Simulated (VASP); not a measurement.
Set up this calculation in VASP 6.6.1, as the native input.

```
Task                   : single point
Functional             : BLYP
Potentials or basis    : VASP PAW PBE potentials, release 64 (Ti_sv)
Cutoff                 : 520 eV
k mesh                 : 9 × 9 × 12
Occupations            : fermi-dirac, width 0.1 eV
Spin                   : no spin polarisation
Dipole correction      : no
Further INCAR settings : ALGO = Normal; EDIFF = 1e-06; NBANDS = 25
```

The structure of Ti lies in POSCAR:

```
Ti
1.0
    4.6759900806      0.0000000000      0.0000000000
   -2.3379950403      4.0495261976      0.0000000000
    0.0000000000      0.0000000000      2.8940158473
Ti
3
Direct
    0.0000000000      0.0000000000      0.0000000000
    0.3333333333      0.6666666667      0.5000000000
    0.6666666667      0.3333333333      0.5000000000
```

This cell differs from its parent crystal: volume scaled by 1.04.

The input as run:

INCAR

```
SYSTEM = Ti
  PREC = Accurate
  ENCUT = 520
  EDIFF = 1E-6
  ISMEAR = -1
  SIGMA = 0.1
  LREAL = .False.
  LASPH = .True.
  NELM = 100
  ALGO = Normal
  ISIF = 2
  LWAVE = .False.
  LCHARG = .False.
  GGA = B5
  ALDAX = 1.0
  AGGAX = 1.0
  AGGAC = 1.0
  ALDAC = 0.0
  NBANDS = 25
```

KPOINTS

```
regular mesh
0
Gamma
  9 9 12
  0 0 0
```

Potentials or basis: VASP PAW PBE potentials, release 64 (Ti_sv).

The run is started by

```sh
$ cat potpaw_PBE.64/Ti_sv/POTCAR > POTCAR
$ mpirun -np 1 vasp_std > vasp.out
```

It gave:

| Quantity | Value |
| --- | --- |
| Pressure | -3.8 GPa |
| Band gap on the k mesh | zero (band 18 reaches 8.31 eV, above the bottom of band 19 at 8.08 eV) |

Caveat: the PAW data sets were made with another functional, which shifts forces and pressure a little.

It took 53 s on 1 thread of Intel(R) Xeon(R) 6975P-C (Granite Rapids) (shared host), peak memory 0.23 GiB.
